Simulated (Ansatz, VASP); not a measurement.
**Al3H in VASP and in Ansatz**

```
Al H
1.0
     2.84079    0.00000    0.00000
    -1.42039    2.46020    0.00000
     0.00000    0.00000    7.66781
Al H
3 1
Cartesian
  0.0000 0.0000 0.0000
  1.4204 0.8201 5.2773
  1.4204 0.8201 2.3905
  0.0000 0.0000 3.8339
```

Change from the starting cell: species swapped into the Mg3Zn type (P-6m2, No. 187).

Alike in both runs: functional PBE; k mesh 18 × 18 × 6; occupations gaussian, width 0.1 eV; no spin polarisation.

Ansatz relaxed the structure, and its values are those at the end. VASP's run is a single point on that final structure, the one shown.

|  | VASP | Ansatz |
| --- | --- | --- |
| version | VASP 6.6.1 | Ansatz 0.2.0 |
| potentials or method | VASP PAW PBE potentials, release 64 (Al, H), cutoff 520 eV | scalar-relativistic, plane waves, PAW |
| valence electrons in the cell | 10 | 10 |

Ansatz gave:

```
gap on the k mesh at the Fermi level (eV) : none
pressure (GPa)                            : 0.0
```

Estimate VASP's values.

gap on the k mesh at the Fermi level (eV): none; pressure (GPa): -0.1.

A gap of «none» marks a metal or a gap that the smearing closes. The functional is the same, so the differences come from potentials, cutoffs and numerics.
